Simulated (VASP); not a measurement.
# SnSe in VASP: notebook

Runs on SnSe. Level: LDA. Tasks: single point.

Everything below comes from runs of VASP 6.6.1. Logs are shortened: lines on timing, memory, paths and dates and some standing lists are left out, and cuts for length are marked.

## (1) The cell of the first run

The cell holds a slab with vacuum, 4 atoms: a = 4.064 Å, b = 4.064 Å, c = 10.650 Å, α = 90.00°, β = 90.00°, γ = 90.00°.

## (2) Single point, LDA (strain -0.030 along x and y, -0.030 along z)

Input file INCAR:

```
  PREC = Accurate
  ENCUT = 520
  EDIFF = 1E-7
  ISMEAR = 0
  SIGMA = 0.05
  LREAL = F
  LASPH = T
  NELM = 100
  ALGO = Normal
  ISIF = 2
  LWAVE = F
  LCHARG = F
  GGA = CA
  NBANDS = 28
```

Input file KPOINTS:

```
Automatic mesh
0
Gamma
  6 6 4
```

Input file POSCAR:

```
SnSe
1.0
    4.0642019702      0.0000000000      0.0000000000
    0.0000000000      4.0642019702      0.0000000000
    0.0000000000      0.0000000000     10.6502342162
Sn Se
2 2
Direct
    0.5000000000      0.0000000000      0.3781633345
    0.0000000000      0.5000000000      0.6218366655
    0.5000000000      0.0000000000      0.6217782147
    0.0000000000      0.5000000000      0.3782217853
```

Potentials or basis: VASP PAW LDA potentials, release 64 (Sn_d, Se).

Command:

```
$ cat potpaw_LDA.64/Sn_d/POTCAR potpaw_LDA.64/Se/POTCAR > POTCAR
$ mpirun -np 1 vasp_std > vasp.out
```

OUTCAR:

```text
PREC = Accurate
   ENCUT = 520
   EDIFF = 1E-7
   ISMEAR = 0
   LREAL = F
   LASPH = T
   NELM = 100
   ISIF = 2
   GGA = CA

 ion  position               nearest neighbor table
   1  0.500  0.000  0.378-   3 2.59   4 2.87   4 2.87   4 2.87   4 2.87
   2  0.000  0.500  0.622-   4 2.59   3 2.87   3 2.87   3 2.87   3 2.87
   3  0.500  0.000  0.622-   1 2.59   2 2.87   2 2.87   2 2.87   2 2.87
   4  0.000  0.500  0.378-   2 2.59   1 2.87   1 2.87   1 2.87   1 2.87

  LATTYP: Found a simple tetragonal cell.
 ALAT       =     4.0642019702
 C/A-ratio  =     2.6204982662

  Lattice vectors:

 A1 = (   4.0642019702,   0.0000000000,   0.0000000000)
 A2 = (   0.0000000000,   4.0642019702,   0.0000000000)
 A3 = (   0.0000000000,   0.0000000000,  10.6502342162)

Analysis of symmetry for initial positions (statically):
=====================================================================
 Subroutine PRICEL returns:
 Original cell was already a primitive cell.

 Routine SETGRP: Setting up the symmetry group for a
 simple tetragonal supercell.

 Subroutine GETGRP returns: Found 16 space group operations
 (whereof  8 operations were pure point group operations)
 out of a pool of 16 trial point group operations.

The static configuration has the point symmetry D_2d.
 The point group associated with its full space group is D_4h.

Analysis of symmetry for dynamics (positions and initial velocities):
=====================================================================
 Subroutine PRICEL returns:
 Original cell was already a primitive cell.

 Routine SETGRP: Setting up the symmetry group for a
 simple tetragonal supercell.

 Subroutine GETGRP returns: Found 16 space group operations
 (whereof  8 operations were pure point group operations)
 out of a pool of 16 trial point group operations.

The dynamic configuration has the point symmetry D_2d.
 The point group associated with its full space group is D_4h.

 Subroutine INISYM returns: Found 16 space group operations
 (whereof  8 operations are pure point group operations),
 and found     1 'primitive' translations

----------------------------------------------------------------------------------------

                                     Primitive cell

  volume of cell :     175.9178

  direct lattice vectors                    reciprocal lattice vectors
     4.064201970  0.000000000  0.000000000     0.246050764  0.000000000  0.000000000
     0.000000000  4.064201970  0.000000000     0.000000000  0.246050764  0.000000000
     0.000000000  0.000000000 10.650234216     0.000000000  0.000000000  0.093894649

  length of vectors
     4.064201970  4.064201970 10.650234216     0.246050764  0.246050764  0.093894649

  position of ions in fractional coordinates (direct lattice)
     0.500000000  0.000000000  0.378163335
     0.000000000  0.500000000  0.621836665
     0.500000000  0.000000000  0.621778215
     0.000000000  0.500000000  0.378221785

  ion indices of the primitive-cell ions
   primitive index   ion index
                 1           1
                 2           2
                 3           3
                 4           4

----------------------------------------------------------------------------------------

 KPOINTS: Automatic mesh

Automatic generation of k-mesh.
 Grid dimensions read from file:
 generate k-points for:    6    6    4

 Generating k-lattice:

  Cartesian coordinates                     Fractional coordinates (reciprocal lattice)
     0.041008461  0.000000000  0.000000000     0.166666667  0.000000000  0.000000000
     0.000000000  0.041008461  0.000000000     0.000000000  0.166666667  0.000000000
     0.000000000  0.000000000  0.023473662     0.000000000  0.000000000  0.250000000

  Length of vectors
     0.041008461  0.041008461  0.023473662

  Shift w.r.t. Gamma in fractional coordinates (k-lattice)
     0.000000000  0.000000000  0.000000000

 Subroutine IBZKPT returns following result:
 ===========================================

 Found     30 irreducible k-points:

 Following reciprocal coordinates:
            Coordinates               Weight
  0.000000  0.000000  0.000000      1.000000
  0.166667  0.000000  0.000000      4.000000
  0.333333  0.000000  0.000000      4.000000
  0.500000  0.000000  0.000000      2.000000
  0.166667  0.166667  0.000000      4.000000
  0.333333  0.166667  0.000000      8.000000
[... 16 lines left out ...]
  0.333333  0.000000  0.500000      4.000000
  0.500000  0.000000  0.500000      2.000000
 [... further k-points ...]
   k-points           NKPTS =     30   k-points in BZ     NKDIM =     30   number of bands    NBANDS=     28
   number of dos      NEDOS =    301   number of ions     NIONS =      4
   total plane-waves  NPLWV =  72000
   dimension x,y,z NGX =    30 NGY =   30 NGZ =   80
   dimension x,y,z NGXF=    60 NGYF=   60 NGZF=  160
   ions per type =               2   2
   NGX,Y,Z   is equivalent  to a cutoff of  12.27, 12.27, 12.49 a.u.
   NGXF,Y,Z  is equivalent  to a cutoff of  24.54, 24.54, 24.98 a.u.
 SYSTEM =  unknown system
   PREC   = accura    normal or accurate (medium, high low for compatibility)
   ISTART =      0    job   : 0-new  1-cont  2-samecut
   ICHARG =      2    charge: 1-file 2-atom 10-const
   ISPIN  =      1    spin polarized calculation?
   LNONCOLLINEAR =      F non collinear calculations
   LSORBIT =      F    spin-orbit coupling
   LASPH  =      T    aspherical Exc in radial PAW
   ENCUT  =  520.0 eV  38.22 Ry    6.18 a.u.   7.56  7.56 19.80*2*pi/ulx,y,z
   NELM   =    100;   NELMIN=  2; NELMDL= -5     # of ELM steps
   EDIFF  = 0.1E-06   stopping-criterion for ELM
   LREAL  =      F    real-space projection
   EDIFFG = 0.1E-05   stopping-criterion for IOM
   NSW    =      0    number of steps for IOM
   IBRION =     -1    ionic relax: 0-MD 1-quasi-New 2-CG
   NFREE  =      0    steps in history (QN), initial steepest desc. (CG)
   ISIF   =      2    stress and relaxation
   ISYM   =      2    0-nonsym 1-usesym 2-fastsym
   POTIM  = 0.5000    time-step for ionic-motion
   TEBEG  =    0.0;   TEEND  =   0.0 temperature during run
   PSTRESS=    0.0 pullay stress
   NELECT =      40.0000    total number of electrons
   NUPDOWN=      -1.0000    fix difference up-down
   EMIN   =  10.00;   EMAX   =-10.00  energy-range for DOS
   EFERMI =   0.00;   METHOD = LEGACY
   ISMEAR =     0;   SIGMA  =   0.05  broadening in eV -4-tet -1-fermi 0-gaus
   EFERMI_NEDOS =   21; number of points for ismear=-14 and -15
   IALGO  =     38    algorithm
   IMIX   =      4    mixing-type and parameters
     AMIX     =   0.40;   BMIX     =  1.00
     AMIX_MAG =   1.60;   BMIX_MAG =  1.00
  volume/ion in A,a.u.               =      43.98       296.79
  Fermi-wavevector in a.u.,A,eV,Ry     =   0.999213  1.888240 13.584430  0.998427
  Thomas-Fermi vector in A             =   2.131489
   LORBIT       =      0    0 simple, 1 ext, 2 COOP (PROOUT), +10 PAW based schemes
   GGA     = CA    functional components
   LHFCALC =     F    Hartree Fock is set to
   AEXX    =    0.0000 exact exchange contribution
   IVDW    =     0    specifies the selected vdW correction
   LEPSILON=     F    determine dielectric tensor
   LRPA    =     F    only Hartree local field effects (RPA)
 non-spin polarized calculation
 Gauss-broadening in eV      SIGMA  =   0.05
  energy-cutoff  :      520.00
  volume of cell :      175.92
 maximum number of plane-waves:      4768
   NGX = 15   NGY = 15   NGZ = 39

 number of electron      40.0000005 magnetization

 Free energy of the ion-electron system (eV)
  ---------------------------------------------------
  ext. energy  EPLUGINS =         0.00000000
  ---------------------------------------------------
  free energy    TOTEN  =       -18.31895403 eV

  energy without entropy =      -18.31895403  energy(sigma->0) =      -18.31895403

 E-fermi :   1.9241     XC(G=0):  -6.6546

 val. band max:        1.6416269721   @ k =   0.3333   0.0000   0.5000
 cond. band min:       2.8477134077   @ k =   0.0000   0.0000   0.5000
 fundamental gap:      1.2060864356
 Fermi energy:         1.9240555640

 k-point     1 :       0.0000    0.0000    0.0000
  band No.  band energies     occupation
      1     -19.6748      2.00000
      2     -19.6196      2.00000
      3     -19.6168      2.00000
      4     -19.6104      2.00000
      5     -19.6065      2.00000
      6     -19.6013      2.00000
[... 20 lines left out ...]
     27       7.1335      0.00000
     28       7.7038      0.00000

 k-point     2 :       0.1667    0.0000    0.0000
  band No.  band energies     occupation
      1     -19.6670      2.00000
      2     -19.6207      2.00000
      3     -19.6145      2.00000
      4     -19.6120      2.00000
      5     -19.6091      2.00000
      6     -19.6020      2.00000
[... 20 lines left out ...]
     27       6.9509      0.00000
     28       7.1761      0.00000

 k-point     3 :       0.3333    0.0000    0.0000
  band No.  band energies     occupation
      1     -19.6494      2.00000
      2     -19.6278      2.00000
      3     -19.6217      2.00000
      4     -19.6190      2.00000
      5     -19.6033      2.00000
      6     -19.5941      2.00000
[... 20 lines left out ...]
     27       6.1938      0.00000
     28       7.9436      0.00000

 k-point     4 :       0.5000    0.0000    0.0000
  band No.  band energies     occupation
      1     -19.6317      2.00000
      2     -19.6317      2.00000
      3     -19.6293      2.00000
      4     -19.6293      2.00000
      5     -19.5949      2.00000
      6     -19.5949      2.00000
[... 578 lines left out ...]
     27       6.6384      0.00000
     28       7.1773      0.00000

 k-point    23 :       0.3333    0.0000    0.5000
  band No.  band energies     occupation
      1     -19.6494      2.00000
      2     -19.6278      2.00000
      3     -19.6217      2.00000
      4     -19.6190      2.00000
      5     -19.6033      2.00000
      6     -19.5941      2.00000
[... 20 lines left out ...]
     27       6.9611      0.00000
     28       7.6090      0.00000

 k-point    24 :       0.5000    0.0000    0.5000
  band No.  band energies     occupation
      1     -19.6317      2.00000
      2     -19.6317      2.00000
      3     -19.6293      2.00000
      4     -19.6293      2.00000
      5     -19.5949      2.00000
      6     -19.5949      2.00000
[... 20 lines left out ...]
     27       7.8074      0.00000
     28       7.8074      0.00000

 [... further k-points ...]

------------------------ aborting loop because EDIFF is reached ----------------------------------------

  FORCE on cell =-STRESS in cart. coord.  units (eV):
  Direction    XX          YY          ZZ          XY          YZ          ZX
  --------------------------------------------------------------------------------------
  -------------------------------------------------------------------------------------
  Total        4.0093629      4.0093629      3.3959864      0.0000000     -0.0000000      0.0000000
  in kB       36.5154136     36.5154136     30.9290662      0.0000000     -0.0000000      0.0000000
  external PRESSURE =      34.6532978 kB  Pullay stress =       0.0000000 kB

 VOLUME and BASIS-vectors are now :
 -----------------------------------------------------------------------------
  energy-cutoff  :      520.00
  volume of cell :      175.92
      direct lattice vectors                 reciprocal lattice vectors
     4.064201970  0.000000000  0.000000000     0.246050764  0.000000000  0.000000000
     0.000000000  4.064201970  0.000000000     0.000000000  0.246050764  0.000000000
     0.000000000  0.000000000 10.650234216     0.000000000  0.000000000  0.093894649

 POSITION                                       TOTAL-FORCE (eV/Angst)
 -----------------------------------------------------------------------------------
      2.03210      0.00000      4.02753        -0.000000     -0.000000     -0.694134
      0.00000      2.03210      6.62271         0.000000     -0.000000      0.694134
      2.03210      0.00000      6.62208         0.000000     -0.000000      0.625839
      0.00000      2.03210      4.02815         0.000000      0.000000     -0.625839
 -----------------------------------------------------------------------------------
    total drift:                                0.000000      0.000000     -0.000000

  FREE ENERGIE OF THE ION-ELECTRON SYSTEM (eV)
  ---------------------------------------------------
  free  energy   TOTEN  =       -18.3189540278 eV

  energy  without entropy=      -18.3189540278  energy(sigma->0) =      -18.31895403
```

It took 78 s on 1 thread of Intel Xeon 6975P-C (Granite Rapids), shared host; peak memory 0.28 GiB.

What came out:

```yaml
Free_energy: -18.3190 eV
Largest_force: 0.694 eV/Å
Band_gap_on_the_k_mesh: 1.21 eV (least direct gap 1.37 eV)
```

Forces in eV/Å, atoms in the order of the input:
```
Sn   0.000  0.000 -0.694
Sn   0.000  0.000  0.694
Se   0.000  0.000  0.626
Se   0.000  0.000 -0.626
```

Caveat: the cell differs from its parent crystal (strain -0.030 along x and y, -0.030 along z); there is no dipole correction, which matters where the two faces differ; spin-orbit coupling is left out, which moves the levels of the heavy elements.

## (3) Single point, LDA (strain -0.030 along x and y, -0.015 along z)

Input file INCAR:

```
SYSTEM = SnSe
PREC = Accurate
ENCUT = 520
EDIFF = 1E-7
ISMEAR = 0
SIGMA = 0.05
LREAL = .False.
LASPH = .True.
NELM = 60
ALGO = Normal
ISIF = 2
LWAVE = .False.
LCHARG = .False.
NBANDS = 28
```

Input file KPOINTS:

```
regular mesh
0
Gamma
  6 6 4
  0 0 0
```

POSCAR, as its differences from that of step 2:

```diff
@@ -4,3 +4,3 @@
     0.0000000000      4.0642019702      0.0000000000
-    0.0000000000      0.0000000000     10.6502342162
+    0.0000000000      0.0000000000     10.8149285598
 Sn Se
```

Potentials or basis: VASP PAW LDA potentials, release 64 (Sn_d, Se).

Command:

```
$ cat potpaw_LDA.64/Sn_d/POTCAR potpaw_LDA.64/Se/POTCAR > POTCAR
$ mpirun -np 1 vasp_std > vasp.out
```

Run time: 1.7 min. Hardware: 1 thread of Intel Xeon 6975P-C (Granite Rapids), shared host; peak memory 0.29 GiB.

It converged, with:

* Free energy: -18.3608 eV
* Largest force: 0.420 eV/Å
* Band gap on the k mesh: 1.20 eV (least direct gap 1.45 eV)

Forces in eV/Å, atoms in the order of the input:
```
Sn   0.000  0.000 -0.420
Sn   0.000  0.000  0.420
Se   0.000  0.000  0.362
Se   0.000  0.000 -0.362
```

Levels at points of the mesh, in eV from the valence-band top:
| k point | band 17 | band 18 | band 19 | band 20 | band 21 | band 22 | band 23 | band 24 |
| --- | --- | --- | --- | --- | --- | --- | --- | --- |
| (0.00, 0.00, 0.00) | -3.76 | -2.41 | -2.41 | -0.76 | 1.36 | 3.18 | 3.42 | 4.99 |
| (0.50, 0.00, 0.00) | -1.98 | -1.98 | -0.17 | -0.17 | 1.52 | 1.52 | 1.83 | 1.83 |
| (0.50, 0.50, 0.00) | -4.28 | -4.28 | -2.13 | -2.13 | 3.48 | 3.48 | 4.11 | 4.11 |
| (0.00, 0.00, 0.50) | -3.76 | -2.41 | -2.41 | -0.77 | 1.21 | 3.19 | 4.65 | 4.72 |
| (0.50, 0.00, 0.50) | -1.98 | -1.98 | -0.17 | -0.17 | 1.52 | 1.52 | 1.83 | 1.83 |
| (0.50, 0.50, 0.50) | -4.28 | -4.28 | -2.13 | -2.13 | 3.44 | 3.44 | 4.15 | 4.15 |

Caveat: the cell differs from its parent crystal (strain -0.030 along x and y, -0.015 along z); there is no dipole correction, which matters where the two faces differ; spin-orbit coupling is left out, which moves the levels of the heavy elements.

## (4) Single point, LDA (strain -0.030 along x and y, +0.000 along z)

Input file INCAR:

```
SYSTEM = SnSe
ALGO = Normal
EDIFF = 1E-6
ENCUT = 520
GGA = CA
ISIF = 2
ISMEAR = 0
LASPH = .TRUE.
LCHARG = .TRUE.
LELF = .TRUE.
LREAL = .FALSE.
LVHAR = .TRUE.
LWAVE = .FALSE.
NBANDS = 28
NELM = 100
PREC = Accurate
SIGMA = 0.05
```

Input file KPOINTS:

```
k-points
0
G
  6 6 4
  0 0 0
```

POSCAR, as its differences from that of step 3:

```diff
@@ -4,3 +4,3 @@
     0.0000000000      4.0642019702      0.0000000000
-    0.0000000000      0.0000000000     10.8149285598
+    0.0000000000      0.0000000000     10.9796229033
 Sn Se
```

Command:

```
$ cat potpaw_LDA.64/Sn_d/POTCAR potpaw_LDA.64/Se/POTCAR > POTCAR
$ mpirun -np 1 vasp_std > vasp.out
```

Wall time 92 s (1 thread of Intel Xeon 6975P-C (Granite Rapids), shared host); peak memory 0.29 GiB.

Results (log left out):

```yaml
Free_energy: -18.3827 eV
Largest_force: 0.188 eV/Å
Band_gap_on_the_k_mesh: 1.18 eV (least direct gap 1.42 eV)
```

Forces in eV/Å, atoms in the order of the input:
```
Sn   0.000  0.000 -0.188
Sn   0.000  0.000  0.188
Se   0.000  0.000  0.140
Se   0.000  0.000 -0.140
```

Levels at points of the mesh, in eV from the valence-band top:
| k point | band 18 | band 19 | band 20 | band 21 | band 22 | band 23 |
| --- | --- | --- | --- | --- | --- | --- |
| (0.00, 0.00, 0.00) | -2.39 | -2.39 | -0.80 | 1.34 | 3.27 | 3.43 |
| (0.50, 0.00, 0.00) | -1.90 | -0.09 | -0.09 | 1.51 | 1.51 | 1.85 |
| (0.50, 0.50, 0.00) | -4.27 | -2.10 | -2.10 | 3.37 | 3.37 | 4.12 |
| (0.00, 0.00, 0.50) | -2.39 | -2.39 | -0.80 | 1.21 | 3.27 | 4.59 |
| (0.50, 0.00, 0.50) | -1.90 | -0.09 | -0.09 | 1.52 | 1.52 | 1.85 |
| (0.50, 0.50, 0.50) | -4.27 | -2.10 | -2.10 | 3.34 | 3.34 | 4.15 |

Caveat: the cell differs from its parent crystal (strain -0.030 along x and y, +0.000 along z); there is no dipole correction, which matters where the two faces differ; spin-orbit coupling is left out, which moves the levels of the heavy elements.

## (5) Summary

| cell | gap on the mesh (eV) | largest force (eV/Å) |
| --- | --- | --- |
| a = 4.064, b = 4.064, c = 10.650 Å, 4 atoms | 1.21 | 0.69 |
| a = 4.064, b = 4.064, c = 10.815 Å, 4 atoms | 1.20 | 0.42 |
| a = 4.064, b = 4.064, c = 10.980 Å, 4 atoms | 1.18 | 0.19 |

Alike in all rows: task single point; level LDA; potentials or basis VASP PAW LDA potentials, release 64 (Sn_d, Se); no spin polarisation; k mesh 6 × 6 × 4; cutoff (eV) 520; smearing gaussian 0.05 eV.

Caveats: there is no dipole correction, which matters where the two faces differ; spin-orbit coupling is left out, which moves the levels of the heavy elements.

Total energies depend on the potentials used, so only differences within one code and one set of settings carry meaning.
